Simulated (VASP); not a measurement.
A run of VASP 6.6.1 is set up as follows.

The input INCAR:

```
SYSTEM = CuO
PREC = Accurate
ENCUT = 600
EDIFF = 1E-6
ISMEAR = 0
SIGMA = 0.1
LREAL = .False.
LASPH = .True.
NELM = 60
ALGO = Normal
ISIF = 4
LWAVE = .False.
LCHARG = .False.
GGA = PS
IBRION = 2
NSW = 50
EDIFFG = -0.01
```

KPOINTS

```
Automatic mesh
0
Gamma
  14 14 8
  0 0 0
```

The input POSCAR:

```
CuO
1.0
    1.9926607506     -1.9989523741      0.0000000000
    1.9926607506      1.9989523741      0.0000000000
    0.0000000000      0.0000000000      5.0327094145
Cu O
2 2
Direct
    0.0000000000      0.5000000000      0.0000000000
    0.5000000000      0.0000000000      0.5000000000
    0.5000000000      0.5000000000      0.2500000000
    0.5000000000      0.5000000000      0.7500000000
```

Potentials or basis: VASP PAW PBE potentials, release 64 (Cu, O).

Launch:

```console
$ cat potpaw_PBE.64/Cu/POTCAR potpaw_PBE.64/O/POTCAR > POTCAR
$ mpirun -np 1 vasp_std > vasp.out
```

Q: Estimate the band gap on the k mesh.

A: Zero (bands 17 and 18 overlap by 1.20 eV).

Final structure:
```cif
data_structure
_symmetry_space_group_name_H-M 'P 1'
_symmetry_Int_Tables_number 1
_cell_length_a 2.8036
_cell_length_b 2.8036
_cell_length_c 5.1007
_cell_angle_alpha 90.000
_cell_angle_beta 90.000
_cell_angle_gamma 90.186
_cell_volume 40.09
loop_
_atom_site_label
_atom_site_type_symbol
_atom_site_fract_x
_atom_site_fract_y
_atom_site_fract_z
_atom_site_occupancy
Cu1 Cu 0.00000 0.50000 0.00000 1
Cu2 Cu 0.50000 0.00000 0.50000 1
O1 O 0.50000 0.50000 0.25000 1
O2 O 0.50000 0.50000 0.75000 1
```

Caveat: semilocal functionals often make such compounds metallic where correlation or magnetic order opens a gap, which also shifts bond lengths. With open d or f shells a metallic result of PBEsol can be an artefact of self-interaction; +U or a hybrid may open a gap.
